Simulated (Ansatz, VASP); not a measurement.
## Two plane-wave programs on ZnS

Contents of POSCAR:

```
ZnS
1.0
    0.0000000000      2.6940858334      2.6132632584
    2.6940858334      0.0000000000      2.6132632584
    2.6940858334      2.6940858334      0.0000000000
Zn S
1 1
Direct
    0.0000000000      0.0000000000      0.0000000000
    0.2500000000      0.2500000000      0.2500000000
```

Contents of INCAR.step1:

```
SYSTEM = ZnS
  ALGO = Normal
  EDIFF = 1E-4
  ENCUT = 520
  GGA = PE
  ISMEAR = 0
  LASPH = .True.
  LCHARG = .False.
  LREAL = .False.
  LWAVE = .True.
  NBANDS = 16
  NELM = 60
  PREC = Accurate
  SIGMA = 0.01
```

INCAR.step2

```
SYSTEM = ZnS
  ALGO = Normal
  EDIFF = 1E-7
  ENCUT = 520
  ISIF = 2
  ISMEAR = 0
  ISTART = 1
  LASPH = .True.
  LCHARG = .True.
  LELF = .True.
  LMIXTAU = .True.
  LREAL = .False.
  LVHAR = .True.
  LWAVE = .False.
  METAGGA = R2SCAN
  NBANDS = 16
  NELM = 60
  PREC = Accurate
  SIGMA = 0.01
```

File KPOINTS:

```
k-points
0
Gamma
  8 8 8
  0 0 0
```

Input for Ansatz:

```yaml
crystal:
  lattice:
    - [0.0, 2.6940858334, 2.6132632584]
    - [2.6940858334, 0.0, 2.6132632584]
    - [2.6940858334, 2.6940858334, 0.0]
  atoms:
    - { symbol: Zn, position: [0.0, 0.0, 0.0] }
    - { symbol: S, position: [0.25, 0.25, 0.25] }
kpoints:
  mp_grid: { grid: [8, 8, 8] }
  band_path:
    path:
      - [0.0, 0.0, 0.0]
      - [-0.5, -0.5, 0.0]
      - [-0.375, -0.375, 0.25]
      - [-0.375, 0.0, 0.375]
      - [0.0, 0.0, 0.5]
      - [-0.5, -0.25, 0.25]
    npoints: 1
hamiltonian:
  xc: r2scan
scf:
  occupations: { method: fixed }
  n_extra_bands: 4
output:
  forces: true
  stress: true
  eigenvalues: true
```

Change from the starting cell: uniaxial_z strain -3.0%.

Alike in both runs: task single point; functional r2SCAN; k mesh 8 × 8 × 8; no spin polarisation.

```csv
,VASP,Ansatz
version,VASP 6.6.1,Ansatz 0.2.0
potentials or method,"VASP PAW PBE potentials, release 64 (Zn, S)","plane waves, PAW"
plane-wave cutoff (eV),520,500
occupations,"gaussian, width 0.01 eV",fixed
valence electrons in the cell,18,18
```

Ansatz gave:

```
gap on the k mesh at the Fermi level (eV)                     : 2.77
pressure (GPa)                                                : 2.6
traceless stress, the component that is largest in VASP (GPa) : 0.80
```

Task: Which values does VASP return?

Result: gap on the k mesh at the Fermi level (eV): 2.79; pressure (GPa): 2.6; traceless stress, the component that is largest in VASP (GPa): 0.83.

VASP's potentials were made for PBE, not for r2SCAN.
